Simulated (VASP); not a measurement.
A run of VASP 6.6.1:

File INCAR:

```
SYSTEM = KF
ALGO = Normal ; EDIFF = 1E-6
ENCUT = 600 ; GGA = PS
GGA_COMPAT = .False. ; ISIF = 2
ISMEAR = 0 ; LASPH = .True.
LCHARG = .False. ; LREAL = .False.
LWAVE = .False. ; NBANDS = 15
NELM = 120 ; PREC = Accurate
SIGMA = 0.01
```

Contents of KPOINTS:

```
k-points
0
Gamma
  6 6 6
  0 0 0
```

The input POSCAR:

```
KF
1.0
    0.0000000000      2.6718500000      2.6718500000
    2.6718500000      0.0000000000      2.6718500000
    2.6718500000      2.6718500000      0.0000000000
K F
1 1
Direct
    0.0000000000      0.0000000000      0.0000000000
    0.5000000000      0.5000000000      0.5000000000
```

Potentials or basis: VASP PAW PBE potentials, release 64 (K_sv, F).

Command:

```bash
$ cat potpaw_PBE.64/K_sv/POTCAR potpaw_PBE.64/F/POTCAR > POTCAR
$ mpirun -np 1 vasp_std > vasp.out
```

Hardware: 1 thread of Intel(R) Xeon(R) Platinum 8375C CPU @ 2.90GHz (Ice Lake), with other jobs on the host.

**Question.** How long does it take, and how much memory?

**Answer.** Wall time 14 s on 1 thread of Intel(R) Xeon(R) Platinum 8375C CPU @ 2.90GHz (Ice Lake), on a shared host, peak memory 0.17 GiB. Counts: scf iterations 13, k points 16.
